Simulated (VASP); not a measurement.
# Fe (Pm-3m) in VASP: further runs, part 2 of 2

VASP 6.6.1. Earlier steps stand in the parts before.

### 4 Single point, revPBE, collinear spin, antiferromagnetic start (13.43 Å³/atom)

This run uses another cell than the first one, of 13.43 Å³/atom.

The input, INCAR:

```
SYSTEM = Fe
PREC = Accurate
ENCUT = 600
EDIFF = 1E-6
ISMEAR = -1
SIGMA = 0.05
LREAL = .False.
LASPH = .True.
NELM = 200
ALGO = Normal
ISIF = 2
LWAVE = .False.
LCHARG = .True.
ISPIN = 2
MAGMOM = 2.338 -2.338
LORBIT = 11
LMAXMIX = 4
GGA = RE
LELF = .True.
LVHAR = .True.
NBANDS = 19
GGA_COMPAT = .False.
```

The input, KPOINTS:

```
regular mesh
0
Gamma
  18 18 18
  0 0 0
```

The input, POSCAR:

```
Fe
1.0
    0.0000000000      2.3767844264      2.3767844264
    2.3767844264      0.0000000000      2.3767844264
    2.3767844264      2.3767844264      0.0000000000
Fe
2
Direct
    0.0000000000      0.0000000000      0.0000000000
    0.5000000000      0.5000000000      0.5000000000
```

Potentials or basis: VASP PAW PBE potentials, release 64 (Fe).

The run is started by

```bash
$ cat potpaw_PBE.64/Fe/POTCAR > POTCAR
$ mpirun -np 1 vasp_std > vasp.out
```

OUTCAR:

```text
SYSTEM = Fe
   PREC = Accurate
   ENCUT = 600
   EDIFF = 1E-6
   ISMEAR = -1
   LREAL = .False.
   LASPH = .True.
   NELM = 200
   ISIF = 2
   ISPIN = 2
   LORBIT = 11
   GGA = RE

 ion  position               nearest neighbor table
   1  0.000  0.000  0.000-   2 2.38   2 2.38   2 2.38   2 2.38   2 2.38   2 2.38
   2  0.500  0.500  0.500-   1 2.38   1 2.38   1 2.38   1 2.38   1 2.38   1 2.38

  LATTYP: Found a face centered cubic cell.
 ALAT       =     4.7535688528

  Lattice vectors:

 A1 = (   0.0000000000,   2.3767844264,   2.3767844264)
 A2 = (   2.3767844264,   0.0000000000,   2.3767844264)
 A3 = (   2.3767844264,   2.3767844264,   0.0000000000)
[... 1298 lines left out ...]

 VOLUME and BASIS-vectors are now :
 -----------------------------------------------------------------------------
  energy-cutoff  :      600.00
  volume of cell :       26.85
      direct lattice vectors                 reciprocal lattice vectors
     0.000000000  2.376784426  2.376784426    -0.210368258  0.210368258  0.210368258
     2.376784426  0.000000000  2.376784426     0.210368258 -0.210368258  0.210368258
     2.376784426  2.376784426  0.000000000     0.210368258  0.210368258 -0.210368258

 POSITION                                       TOTAL-FORCE (eV/Angst)
 -----------------------------------------------------------------------------------
      0.00000      0.00000      0.00000        -0.000000      0.000000     -0.000000
      2.37678      2.37678      2.37678         0.000000     -0.000000      0.000000
 -----------------------------------------------------------------------------------
    total drift:                                0.000000      0.000000      0.000000

  FREE ENERGIE OF THE ION-ELECTRON SYSTEM (eV)
  ---------------------------------------------------
  free  energy   TOTEN  =       -13.5899845174 eV

  energy  without entropy=      -13.5547155523  energy(sigma->0) =      -13.57235003

 total charge

# of ion       s       p       d       tot
------------------------------------------
    1        0.504   0.448   6.187   7.138
    2        0.504   0.448   6.187   7.138
--------------------------------------------------
tot          1.008   0.895  12.373  14.277

 magnetization (x)

# of ion       s       p       d       tot
------------------------------------------
    1        0.059   0.031   2.206   2.297
    2       -0.059  -0.031  -2.206  -2.297
--------------------------------------------------
tot          0.000   0.000  -0.000  -0.000
```

OSZICAR:

```text
N       E                     dE             d eps       ncg     rms          rms(c)
DAV:   1     0.860192205154E+02    0.86019E+02   -0.76941E+03 15556   0.116E+03
DAV:   2    -0.116942981438E+02   -0.97714E+02   -0.85661E+02 14871   0.208E+02
DAV:   3    -0.155570836578E+02   -0.38628E+01   -0.35951E+01 16305   0.538E+01
DAV:   4    -0.155926622602E+02   -0.35579E-01   -0.35536E-01 16613   0.487E+00
DAV:   5    -0.155930759936E+02   -0.41373E-03   -0.41372E-03 16586   0.478E-01    0.129E+01
DAV:   6    -0.138892221193E+02    0.17039E+01   -0.71271E+00 16677   0.548E+01    0.845E+00
DAV:   7    -0.135774437094E+02    0.31178E+00   -0.10608E+00 16259   0.182E+01    0.348E+00
DAV:   8    -0.135882785440E+02   -0.10835E-01   -0.33834E-02 21122   0.186E+00    0.179E+00
DAV:   9    -0.135898019195E+02   -0.15234E-02   -0.45820E-02 20592   0.305E+00    0.514E-01
DAV:  10    -0.135896215614E+02    0.18036E-03   -0.37141E-03 22207   0.555E-01    0.194E-01
DAV:  11    -0.135899501565E+02   -0.32860E-03   -0.17696E-03 20565   0.655E-01    0.572E-02
DAV:  12    -0.135899811329E+02   -0.30976E-04   -0.64985E-05 15870   0.925E-02    0.326E-02
DAV:  13    -0.135899890749E+02   -0.79420E-05   -0.51266E-05 20976   0.107E-01    0.183E-02
DAV:  14    -0.135899853825E+02    0.36924E-05   -0.19937E-06 12000   0.274E-02    0.283E-03
DAV:  15    -0.135899845174E+02    0.86513E-06   -0.49697E-07  8394   0.799E-03
   1 F= -.13589985E+02 E0= -.13572350E+02  d E =-.352690E-01  mag=    -0.0000
```

Run time: 6.5 min. Hardware: 1 thread of Oxide Virtual Turin-like, shared host; peak memory 0.27 GiB.

Results:

* Free energy: -13.5900 eV
* Pressure: 3.2 GPa
* Band gap on the k mesh: zero (filled and empty bands overlap)
* Net moment: 0.00 μB per cell
* Site moments: Fe +2.30, -2.30 μB
* Valence electrons inside the program's atomic spheres: Fe 7.14

Caveat: the cell stands under pressure; the antiferromagnetic order is the one typed at the start, and another may lie lower; the PAW data sets were made with another functional, which shifts forces and pressure a little.

### 5 Single point, revPBE, collinear spin, antiferromagnetic start

This run uses another cell than the first one, of 13.99 Å³/atom.

The input, INCAR:

```
SYSTEM = Fe
PREC = Accurate
ENCUT = 600
EDIFF = 1E-6
ISMEAR = -1
SIGMA = 0.05
LREAL = .FALSE.
LASPH = .TRUE.
NELM = 200
ALGO = Normal
ISIF = 2
LWAVE = .FALSE.
LCHARG = .FALSE.
ISPIN = 2
MAGMOM = 2.336 -2.336
LORBIT = 11
LMAXMIX = 4
GGA = RE
NBANDS = 19
GGA_COMPAT = .FALSE.
```

The input, KPOINTS:

```
regular mesh
0
G
  18 18 18
  0 0 0
```

The input, POSCAR:

```
Fe
1.0
    0.0000000000      2.4093471635      2.4093471635
    2.4093471635      0.0000000000      2.4093471635
    2.4093471635      2.4093471635      0.0000000000
Fe
2
Direct
    0.0000000000      0.0000000000      0.0000000000
    0.5000000000      0.5000000000      0.5000000000
```

The run is started by

```bash
$ cat potpaw_PBE.64/Fe/POTCAR > POTCAR
$ mpirun -np 1 vasp_std > vasp.out
```

Wall time 7 min (1 thread of Oxide Virtual Turin-like, shared host); peak memory 0.27 GiB.

The run converged. Its results:

| Item | Value |
| --- | --- |
| Free energy | -13.5992 eV |
| Pressure | -0.5 GPa |
| Band gap on the k mesh | zero (filled and empty bands overlap) |
| Net moment | 0.00 μB per cell |
| Site moments | Fe +2.41, -2.41 μB |
| Valence electrons inside the program's atomic spheres | Fe 7.07 |

Levels at points of the mesh, in eV from the Fermi level:
Spin up:
| k point | band 5 | band 6 | band 7 | band 8 | band 9 | band 10 | band 11 | band 12 |
| --- | --- | --- | --- | --- | --- | --- | --- | --- |
| (0.00, 0.00, 0.00) | -3.62 | -3.62 | 0.66 | 0.66 | 0.66 | 1.17 | 1.17 | 11.07 |
| (0.50, 0.00, 0.00) | -2.23 | -2.23 | -1.16 | -1.16 | -0.70 | 0.27 | 0.27 | 1.38 |
| (0.50, 0.50, 0.00) | -2.31 | -2.31 | -1.38 | 0.57 | 0.59 | 0.59 | 1.14 | 4.08 |
Spin down:
```
           k point  band 6  band 7  band 8  band 9  band 10  band 11
(0.00, 0.00, 0.00)   -3.62    0.66    0.66    0.66     1.17     1.17
(0.50, 0.00, 0.00)   -2.23   -1.16   -1.16   -0.70     0.27     0.27
(0.50, 0.50, 0.00)   -2.31   -1.38    0.57    0.59     0.59     1.14
```

Caveat: the antiferromagnetic order is the one typed at the start, and another may lie lower; the PAW data sets were made with another functional, which shifts forces and pressure a little.

### 6 The runs side by side

| cell | gap on the mesh (eV) | pressure (GPa) | moment (μB) |
| --- | --- | --- | --- |
| a = 3.265 Å, angles 60.0°, 2 atoms | none | 9.6 | 0.00 |
| a = 3.314 Å, angles 60.0°, 2 atoms | none | 7.1 | 0.00 |
| a = 3.361 Å, angles 60.0°, 2 atoms | none | 3.2 | 0.00 |
| a = 3.407 Å, angles 60.0°, 2 atoms | none | -0.5 | 0.00 |

Alike in all rows: task single point; level revPBE; potentials or basis VASP PAW PBE potentials, release 64 (Fe); spin collinear, antiferromagnetic start; k mesh 18 × 18 × 18; cutoff (eV) 600; smearing fermi-dirac 0.05 eV.

Caveats: the antiferromagnetic order is the one typed at the start, and another may lie lower; the PAW data sets were made with another functional, which shifts forces and pressure a little; the cell stands under pressure (at least some runs).

Total energies depend on the potentials used, so only differences within one code and one set of settings carry meaning.
